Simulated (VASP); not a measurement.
# Ni (P6_3/mmc) in VASP: further runs

The runs below take Ni through single point, with LDA.

All numbers are computed with VASP 6.6.1; they aren't measurements. Logs are shortened: lines on timing, memory, paths and dates and some standing lists are left out, and cuts for length are marked.

### Step 1. The cell of the first run

The structure is hexagonal, space group P6_3/mmc (No. 194). The conventional cell has a = 2.448 Å, b = 2.448 Å, c = 4.073 Å, α = 90.00°, β = 90.00°, γ = 120.00°. Ni (site symmetry -6m2) has 12 Ni at 2.45 to 2.48 Å within 3.2 Å.

### Step 2. Single point, LDA, collinear spin, zero start

Contents of INCAR:

```
SYSTEM = Ni
ALGO     = Normal         ! electronic algorithm
EDIFF    = 1E-6           ! SCF threshold, eV
ENCUT    = 520            ! plane-wave cutoff, eV
GGA      = CA             ! functional
ISIF     = 2              ! what is computed and relaxed
ISMEAR   = -1             ! smearing method
ISPIN    = 2              ! spin polarisation
LASPH    = .TRUE.         ! aspherical terms in the spheres
LCHARG   = .FALSE.        ! write CHGCAR
LMAXMIX  = 4              ! l up to which the mixer works
LORBIT   = 11             ! projections on sites
LREAL    = .FALSE.        ! projectors in reciprocal space
LWAVE    = .FALSE.        ! write WAVECAR
MAGMOM   = 0 0            ! initial moments
NBANDS   = 21             ! bands
NELM     = 150            ! most SCF steps
NUPDOWN  = 0.0            ! fixed moment
PREC     = Accurate       ! precision mode
SIGMA    = 0.2            ! smearing width, eV
```

Contents of KPOINTS:

```
k-points
0
G
  6 6 3
  0 0 0
```

Contents of POSCAR:

```
Ni
1.0
    2.4480230000      0.0000000000      0.0000000000
   -1.2240110000      2.1200500000      0.0000000000
    0.0000000000      0.0000000000      4.0728080000
Ni
2
Direct
    0.3333333333      0.6666666667      0.2500000000
    0.6666666667      0.3333333333      0.7500000000
```

Potentials or basis: VASP PAW LDA potentials, release 64 (Ni).

On the command line:

```console
> cat potpaw_LDA.64/Ni/POTCAR > POTCAR
> mpirun -np 1 vasp_std > vasp.out
```

OUTCAR:

```text
SYSTEM = Ni
   EDIFF = 1E-6
   ENCUT = 520
   GGA = CA
   ISIF = 2
   ISMEAR = -1
   ISPIN = 2
   LASPH = .TRUE.
   LORBIT = 11
   LREAL = .FALSE.
   NELM = 150
   NUPDOWN = 0.0
   PREC = Accurate

 ion  position               nearest neighbor table
   1  0.333  0.667  0.250-   2 2.48   2 2.48   2 2.48   2 2.48   2 2.48   2 2.48
   2  0.667  0.333  0.750-   1 2.48   1 2.48   1 2.48   1 2.48   1 2.48   1 2.48

  LATTYP: Found a hexagonal cell.
 ALAT       =     2.4480230000
 C/A-ratio  =     1.6637131269

  Lattice vectors:

 A1 = (   2.4480230000,   0.0000000000,   0.0000000000)
 A2 = (  -1.2240110000,   2.1200500000,   0.0000000000)
 A3 = (   0.0000000000,   0.0000000000,   4.0728080000)

Analysis of symmetry for initial positions (statically):
=====================================================================
 Subroutine PRICEL returns:
 Original cell was already a primitive cell.

 Routine SETGRP: Setting up the symmetry group for a
 hexagonal supercell.

 Subroutine GETGRP returns: Found 24 space group operations
 (whereof 12 operations were pure point group operations)
 out of a pool of 24 trial point group operations.

The static configuration has the point symmetry D_3d.
 The point group associated with its full space group is D_6h.

Analysis of symmetry for dynamics (positions and initial velocities):
=====================================================================
 Subroutine PRICEL returns:
 Original cell was already a primitive cell.

 Routine SETGRP: Setting up the symmetry group for a
 hexagonal supercell.

 Subroutine GETGRP returns: Found 24 space group operations
 (whereof 12 operations were pure point group operations)
 out of a pool of 24 trial point group operations.

The dynamic configuration has the point symmetry D_3d.
 The point group associated with its full space group is D_6h.

Analysis of structural, dynamic, and magnetic symmetry:
=====================================================================
 Subroutine PRICEL returns:
 Original cell was already a primitive cell.

 Routine SETGRP: Setting up the symmetry group for a
 hexagonal supercell.

 Subroutine GETGRP returns: Found 24 space group operations
 (whereof 12 operations were pure point group operations)
 out of a pool of 24 trial point group operations.

The overall configuration has the point symmetry D_3d.
 The point group associated with its full space group is D_6h.

 Subroutine INISYM returns: Found 24 space group operations
 (whereof 12 operations are pure point group operations),
 and found     1 'primitive' translations

----------------------------------------------------------------------------------------

                                     Primitive cell

  volume of cell :      21.1376

  direct lattice vectors                    reciprocal lattice vectors
     2.448023000  0.000000000  0.000000000     0.408492894  0.235843398  0.000000000
    -1.224011000  2.120050000  0.000000000     0.000000000  0.471686989  0.000000000
     0.000000000  0.000000000  4.072808000     0.000000000  0.000000000  0.245530848

  length of vectors
     2.448023000  2.448022657  4.072808000     0.471686922  0.471686989  0.245530848

  position of ions in fractional coordinates (direct lattice)
     0.333333333  0.666666667  0.250000000
     0.666666667  0.333333333  0.750000000

  ion indices of the primitive-cell ions
   primitive index   ion index
                 1           1
                 2           2

----------------------------------------------------------------------------------------

 KPOINTS: k-points

Automatic generation of k-mesh.
 Grid dimensions read from file:
 generate k-points for:    6    6    3

 Generating k-lattice:

  Cartesian coordinates                     Fractional coordinates (reciprocal lattice)
     0.068082149  0.039307233  0.000000000     0.166666667  0.000000000  0.000000000
     0.000000000  0.078614498  0.000000000     0.000000000  0.166666667  0.000000000
     0.000000000  0.000000000  0.081843616     0.000000000  0.000000000  0.333333333

  Length of vectors
     0.078614487  0.078614498  0.081843616

  Shift w.r.t. Gamma in fractional coordinates (k-lattice)
     0.000000000  0.000000000  0.000000000

 Subroutine IBZKPT returns following result:
 ===========================================

 Found     14 irreducible k-points:

 Following reciprocal coordinates:
            Coordinates               Weight
  0.000000  0.000000  0.000000      1.000000
  0.166667 -0.000000  0.000000      6.000000
  0.333333 -0.000000  0.000000      6.000000
  0.500000  0.000000  0.000000      3.000000
  0.166667  0.166667  0.000000      6.000000
  0.333333  0.166667  0.000000     12.000000
  0.333333  0.333333  0.000000      2.000000
  0.000000  0.000000  0.333333      2.000000
  0.166667 -0.000000  0.333333     12.000000
  0.333333 -0.000000  0.333333     12.000000
  0.500000  0.000000  0.333333      6.000000
  0.166667  0.166667  0.333333     12.000000
  0.333333  0.166667  0.333333     24.000000
  0.333333  0.333333  0.333333      4.000000
   k-points           NKPTS =     14   k-points in BZ     NKDIM =     14   number of bands    NBANDS=     21
   number of dos      NEDOS =    301   number of ions     NIONS =      2
   total plane-waves  NPLWV =   9720
   dimension x,y,z NGX =    18 NGY =   18 NGZ =   30
   dimension x,y,z NGXF=    36 NGYF=   36 NGZF=   60
   ions per type =               2
   NGX,Y,Z   is equivalent  to a cutoff of  12.22, 12.22, 12.25 a.u.
   NGXF,Y,Z  is equivalent  to a cutoff of  24.45, 24.45, 24.49 a.u.
 SYSTEM =  Ni
   PREC   = accura    normal or accurate (medium, high low for compatibility)
   ISTART =      0    job   : 0-new  1-cont  2-samecut
   ICHARG =      2    charge: 1-file 2-atom 10-const
   ISPIN  =      2    spin polarized calculation?
   LNONCOLLINEAR =      F non collinear calculations
   LSORBIT =      F    spin-orbit coupling
   LASPH  =      T    aspherical Exc in radial PAW
   ENCUT  =  520.0 eV  38.22 Ry    6.18 a.u.   4.55  4.55  7.57*2*pi/ulx,y,z
   NELM   =    150;   NELMIN=  2; NELMDL= -5     # of ELM steps
   EDIFF  = 0.1E-05   stopping-criterion for ELM
   LREAL  =      F    real-space projection
   EDIFFG = 0.1E-04   stopping-criterion for IOM
   NSW    =      0    number of steps for IOM
   IBRION =     -1    ionic relax: 0-MD 1-quasi-New 2-CG
   NFREE  =      0    steps in history (QN), initial steepest desc. (CG)
   ISIF   =      2    stress and relaxation
   ISYM   =      2    0-nonsym 1-usesym 2-fastsym
   POTIM  = 0.5000    time-step for ionic-motion
   TEBEG  =    0.0;   TEEND  =   0.0 temperature during run
   PSTRESS=    0.0 pullay stress
   NELECT =      20.0000    total number of electrons
   NUPDOWN=       0.0000    fix difference up-down
   EMIN   =  10.00;   EMAX   =-10.00  energy-range for DOS
   EFERMI =   0.00;   METHOD = LEGACY
   ISMEAR =    -1;   SIGMA  =   0.20  broadening in eV -4-tet -1-fermi 0-gaus
   EFERMI_NEDOS =   21; number of points for ismear=-14 and -15
   IALGO  =     38    algorithm
   IMIX   =      4    mixing-type and parameters
     AMIX     =   0.40;   BMIX     =  1.00
     AMIX_MAG =   1.60;   BMIX_MAG =  1.00
  volume/ion in A,a.u.               =      10.57        71.32
  Fermi-wavevector in a.u.,A,eV,Ry     =   1.607187  3.037142 35.144515  2.583049
  Thomas-Fermi vector in A             =   2.703255
   LORBIT       =     11    0 simple, 1 ext, 2 COOP (PROOUT), +10 PAW based schemes
   GGA     = CA    functional components
   LHFCALC =     F    Hartree Fock is set to
   AEXX    =    0.0000 exact exchange contribution
   IVDW    =     0    specifies the selected vdW correction
   LEPSILON=     F    determine dielectric tensor
   LRPA    =     F    only Hartree local field effects (RPA)
 spin polarized calculation
  energy-cutoff  :      520.00
  volume of cell :       21.14
 maximum number of plane-waves:       581
   NGX =  9   NGY =  9   NGZ = 15

 number of electron      19.9999997 magnetization       0.0000000

 number of electron      19.9999997 magnetization      -0.0000000

 Free energy of the ion-electron system (eV)
  ---------------------------------------------------
  ext. energy  EPLUGINS =         0.00000000
  ---------------------------------------------------
  free energy    TOTEN  =       -13.35547141 eV

  energy without entropy =      -12.85739443  energy(sigma->0) =      -13.10643292

 E-fermi :   9.4078     XC(G=0): -13.7830

 val. band max:        9.3791389632   @ k =   0.5000   0.0000   0.3333
 cond. band min:       9.4286883356   @ k =   0.5000   0.0000   0.3333
 fundamental gap:      0.0495493724
 Fermi energy:         9.4077688639

 spin component 1

 k-point     1 :       0.0000    0.0000    0.0000
  band No.  band energies     occupation
      1       0.2806      1.00000
      2       4.6716      1.00000
      3       7.2727      0.99998
      4       7.4358      0.99995
      5       7.4358      0.99995
      6       7.7102      0.99979
[... 13 lines left out ...]
     20      36.2694      0.00000
     21      40.1961      0.00000

 k-point     2 :       0.1667   -0.0000    0.0000
  band No.  band energies     occupation
      1       1.2569      1.00000
      2       5.2434      1.00000
      3       6.9178      1.00000
      4       7.0274      0.99999
      5       7.4458      0.99995
      6       7.7975      0.99968
[... 13 lines left out ...]
     20      38.4528      0.00000
     21      38.7632      0.00000
[... 246 lines left out ...]
      4       6.6187      1.00000
      5       7.0943      0.99999
      6       7.6421      0.99985
[... 13 lines left out ...]
     20      35.8777      0.00000
     21      38.0787      0.00000

 k-point    14 :       0.3333    0.3333    0.3333
  band No.  band energies     occupation
      1       6.0678      1.00000
      2       6.1371      1.00000
      3       6.1371      1.00000
      4       6.2961      1.00000
      5       6.9957      0.99999
      6       6.9957      0.99999
[... 13 lines left out ...]
     20      37.0845      0.00000
     21      39.3928      0.00000
 Fermi energy:         9.4077674442

 spin component 2

 k-point     1 :       0.0000    0.0000    0.0000
  band No.  band energies     occupation
      1       0.2806      1.00000
      2       4.6716      1.00000
      3       7.2727      0.99998
      4       7.4358      0.99995
      5       7.4358      0.99995
      6       7.7102      0.99979
[... 13 lines left out ...]
     20      36.2694      0.00000
     21      40.1961      0.00000

 k-point     2 :       0.1667   -0.0000    0.0000
  band No.  band energies     occupation
      1       1.2569      1.00000
      2       5.2434      1.00000
      3       6.9178      1.00000
      4       7.0274      0.99999
      5       7.4458      0.99995
      6       7.7975      0.99968
[... 13 lines left out ...]
     20      38.4528      0.00000
     21      38.7632      0.00000
[... 247 lines left out ...]
      5       7.0943      0.99999
      6       7.6421      0.99985
[... 13 lines left out ...]
     20      35.8777      0.00000
     21      38.0787      0.00000

 k-point    14 :       0.3333    0.3333    0.3333
  band No.  band energies     occupation
      1       6.0678      1.00000
      2       6.1371      1.00000
      3       6.1371      1.00000
      4       6.2961      1.00000
      5       6.9957      0.99999
      6       6.9957      0.99999
[... 13 lines left out ...]
     20      37.0845      0.00000
     21      39.3928      0.00000

------------------------ aborting loop because EDIFF is reached ----------------------------------------

  FORCE on cell =-STRESS in cart. coord.  units (eV):
  Direction    XX          YY          ZZ          XY          YZ          ZX
  --------------------------------------------------------------------------------------
  -------------------------------------------------------------------------------------
  Total       -1.2788010     -1.2788009     -1.6201593     -0.0000003      0.0000000      0.0000000
  in kB      -96.9299554    -96.9299456   -122.8040719     -0.0000229      0.0000000      0.0000000
  external PRESSURE =    -105.5546576 kB  Pullay stress =       0.0000000 kB

 VOLUME and BASIS-vectors are now :
 -----------------------------------------------------------------------------
  energy-cutoff  :      520.00
  volume of cell :       21.14
      direct lattice vectors                 reciprocal lattice vectors
     2.448023000  0.000000000  0.000000000     0.408492894  0.235843398  0.000000000
    -1.224011000  2.120050000  0.000000000     0.000000000  0.471686989  0.000000000
     0.000000000  0.000000000  4.072808000     0.000000000  0.000000000  0.245530848

 POSITION                                       TOTAL-FORCE (eV/Angst)
 -----------------------------------------------------------------------------------
      0.00000      1.41337      1.01820        -0.000000     -0.000000      0.000000
      1.22401      0.70668      3.05461         0.000000      0.000000      0.000000
 -----------------------------------------------------------------------------------
    total drift:                               -0.000000      0.000000     -0.000000

  FREE ENERGIE OF THE ION-ELECTRON SYSTEM (eV)
  ---------------------------------------------------
  free  energy   TOTEN  =       -13.3554714120 eV

  energy  without entropy=      -12.8573944288  energy(sigma->0) =      -13.10643292

 total charge

# of ion       s       p       d       tot
------------------------------------------
    1        0.511   0.516   8.348   9.376
    2        0.511   0.516   8.348   9.376
--------------------------------------------------
tot          1.023   1.033  16.696  18.752

 magnetization (x)

# of ion       s       p       d       tot
------------------------------------------
    1       -0.000   0.000  -0.000  -0.000
    2       -0.000   0.000  -0.000  -0.000
--------------------------------------------------
tot         -0.000   0.000  -0.000  -0.000
```

Wall time 9.3 s (1 thread of Intel Xeon Platinum 8259CL at 2.50GHz (Skylake/Cascade Lake), shared host); peak memory 0.13 GiB.

What came out:

```yaml
Free_energy: -13.3555 eV
Pressure: -10.6 GPa
Net_moment: 0.00 μB per cell
Valence_electrons_inside_the_program's_atomic_spheres: Ni 9.38
```

Caveat: the k points lie up to 0.51 Å⁻¹ apart; the total moment is fixed, so each spin has its own Fermi level.

### Step 3. Single point, LDA, collinear spin, ferromagnetic start

Contents of INCAR:

```
SYSTEM = Ni
PREC     = Accurate       ! precision mode
ENCUT    = 520            ! plane-wave cutoff, eV
EDIFF    = 1E-7           ! SCF threshold, eV
ISMEAR   = -1             ! smearing method
SIGMA    = 0.2            ! smearing width, eV
LREAL    = .FALSE.        ! projectors in reciprocal space
LASPH    = .TRUE.         ! aspherical terms in the spheres
NELM     = 150            ! most SCF steps
ALGO     = Normal         ! electronic algorithm
ISIF     = 2              ! what is computed and relaxed
LWAVE    = .FALSE.        ! write WAVECAR
LCHARG   = .FALSE.        ! write CHGCAR
ISPIN    = 2              ! spin polarisation
MAGMOM   = 0.4 0.4        ! initial moments
LORBIT   = 11             ! projections on sites
NUPDOWN  = 0.7            ! fixed moment
LMAXMIX  = 4              ! l up to which the mixer works
GGA      = CA             ! functional
NBANDS   = 21             ! bands
```

Contents of KPOINTS:

```
Automatic mesh
0
G
  6 6 3
  0 0 0
```

POSCAR is that of step 2.

Potentials or basis: VASP PAW LDA potentials, release 64 (Ni).

On the command line:

```console
> cat potpaw_LDA.64/Ni/POTCAR > POTCAR
> mpirun -np 1 vasp_std > vasp.out
```

Run time: 11 s. Hardware: 1 thread of Intel Xeon Platinum 8259CL at 2.50GHz (Skylake/Cascade Lake), shared host; peak memory 0.13 GiB.

It converged, with:

| Quantity | Value |
| --- | --- |
| Free energy | -13.3550 eV |
| Pressure | -10.3 GPa |
| Net moment | 0.70 μB per cell |
| Site moments | Ni +0.35 μB |
| Valence electrons inside the program's atomic spheres | Ni 9.38 |

Stress tensor (GPa, compression positive):
```
 -9.33   0.00   0.00
  0.00  -9.33   0.00
  0.00   0.00 -12.10
```

Caveat: the k points lie up to 0.51 Å⁻¹ apart; the total moment is fixed, so each spin has its own Fermi level.
